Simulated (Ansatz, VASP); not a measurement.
# One calculation of Si, two programs

The input INCAR:

```
SYSTEM = Si
  PREC = Accurate
  ENCUT = 520
  EDIFF = 1E-6
  ISMEAR = 0
  SIGMA = 0.05
  LREAL = .FALSE.
  LASPH = .TRUE.
  NELM = 80
  ALGO = Normal
  ISIF = 2
  LWAVE = .FALSE.
  LCHARG = .TRUE.
  GGA = PE
  LELF = .TRUE.
  LVHAR = .TRUE.
  NBANDS = 11
```

Contents of KPOINTS:

```
regular mesh
0
G
  10 10 10
  0 0 0
```

Contents of POSCAR:

```
Si
1.0
    0.0000000000      2.9453853219      2.6408324796
    2.9453853219      0.0000000000      2.6408324796
    2.9453853219      2.9453853219      0.0000000000
Si
2
Direct
    0.5000000000      0.5000000000      0.5000000000
    0.7500000000      0.7500000000      0.7500000000
```

Input for Ansatz:

```yaml
crystal:
  lattice:
    - [0.0, 2.9453853219, 2.6408324796]
    - [2.9453853219, 0.0, 2.6408324796]
    - [2.9453853219, 2.9453853219, 0.0]
  atoms:
    - { symbol: Si, position: [0.5, 0.5, 0.5] }
    - { symbol: Si, position: [0.75, 0.75, 0.75] }
basis:
  ecutwfc: 420
kpoints:
  mp_grid: { grid: [10, 10, 10] }
hamiltonian:
  xc: pbe
scf:
  occupations: { method: gaussian, width: 0.05 }
output:
  forces: true
  stress: true
  eigenvalues: true
```

Alike in both runs: task single point; functional PBE; k mesh 10 × 10 × 10; occupations gaussian, width 0.05 eV; no spin polarisation.

|  | VASP | Ansatz |
| --- | --- | --- |
| version | VASP 6.6.1 | Ansatz 0.2.0 |
| potentials or method | VASP PAW PBE potentials, release 64 (Si), cutoff 520 eV | scalar-relativistic, plane waves, PAW |
| valence electrons in the cell | 8 | 8 |

Ansatz gave:

- gap on the k mesh at the Fermi level (eV): none
- pressure (GPa): -8.0
- traceless stress, the component that is largest in VASP (GPa): 5.59

Question: Which values does VASP return?

Answer: gap on the k mesh at the Fermi level (eV): none; pressure (GPa): -8.1; traceless stress, the component that is largest in VASP (GPa): 5.61.

A gap of «none» marks a metal or a gap that the smearing closes.
